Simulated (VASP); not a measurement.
Runs of VASP 6.6.1 on Bi. The structure is that of space group R-3m (No. 166), or close to it. The cells are those of the table. 

```csv
level,cell,k mesh,gap on the mesh (eV),pressure (GPa),largest force (eV/Å)
PBE,"a = 4.693 Å, angles 59.9°, 2 atoms",12 × 12 × 12,none,-0.8,0.21
PBE,"a = 4.612 Å, angles 57.9°, 2 atoms",12 × 12 × 12,none,3.9,0.19
PBE,"a = 5.048 Å, angles 54.8°, 2 atoms",12 × 12 × 12,none,(c),(a)
PBEsol,"a = 4.920 Å, angles 57.2°, 2 atoms",12 × 12 × 12,none,(b),0.30
PBE,"a = 4.746 Å, angles 57.2°, 2 atoms",6 × 6 × 6,none,1.7,0.10
```

Alike in all rows: task single point; potentials or basis VASP PAW PBE potentials, release 64 (Bi_d); no spin polarisation; cutoff (eV) 520; smearing gaussian 0.1 eV.

Fill in the values left out.

(a) 0.05; (b) -4.6; (c) -1.6.

Caveats: spin-orbit coupling is left out, which moves the levels of the heavy elements; the PAW data sets were made with another functional, which shifts forces and pressure a little (some runs).

A k mesh can miss the band edges, and the runs leave out spin-orbit coupling on Bi.

A gap of «none» marks levels without a gap at the run's occupations.
